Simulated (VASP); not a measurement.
A run of VASP 6.6.1 is set up as follows.

INCAR

```
ALGO = Normal
EDIFF = 1E-6
ENCUT = 500
GGA = PE
GGA_COMPAT = F
ISIF = 2
ISMEAR = 1
LASPH = T
LCHARG = T
LELF = T
LREAL = F
LVHAR = T
LWAVE = F
NBANDS = 10
NELM = 120
PREC = Accurate
SIGMA = 0.0019
```

The input KPOINTS:

```
k-points
0
Gamma
  4 4 4
```

POSCAR

```
Ir
1.0
    0.0000000000      1.9269646676      1.9269646676
    1.9269646676      0.0000000000      1.9269646676
    1.9269646676      1.9269646676      0.0000000000
Ir
1
Direct
    0.0000000000      0.0000000000      0.0000000000
```

Potentials or basis: VASP PAW PBE potentials, release 64 (Ir).

The run is started by

```sh
$ cat potpaw_PBE.64/Ir/POTCAR > POTCAR
$ mpirun -np 1 vasp_std > vasp.out
```

Q: Estimate the pressure.

A: -4.5 GPa.

Caveat: the k points lie up to 0.71 Å⁻¹ apart.
